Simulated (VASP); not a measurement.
Mg4O, 5 atoms in the cell. The cell holds a slab with vacuum, 5 atoms: a = 3.188 Å, b = 5.108 Å, c = 19.136 Å, α = 90.00°, β = 90.00°, γ = 90.00°. 

- Program: VASP 6.6.1
- Task: single point
- Functional: PBEsol
- Potentials or basis: VASP PAW PBE potentials, release 64 (Mg, O)
- Cutoff: 520 eV
- k mesh: 8 × 5 × 1
- Occupations: gaussian, width 0.1 eV
- Spin: no spin polarisation
- Dipole correction: yes
- Further INCAR settings: ALGO = Normal; EDIFF = 1e-07; NBANDS = 15

Potentials or basis: VASP PAW PBE potentials, release 64 (Mg, O).

Run with:

```console
$ cat potpaw_PBE.64/Mg/POTCAR potpaw_PBE.64/O/POTCAR > POTCAR
$ mpirun -np 1 vasp_std > vasp.out
```

Hardware: 1 thread of Intel(R) Xeon(R) 6975P-C (Granite Rapids) (shared host).

Problem. How long does it take, and how much memory?

Solution. Run time: 68 s on 1 thread of Intel(R) Xeon(R) 6975P-C (Granite Rapids) (shared host), peak memory 0.37 GiB. Counts: scf iterations 24, k points 15.
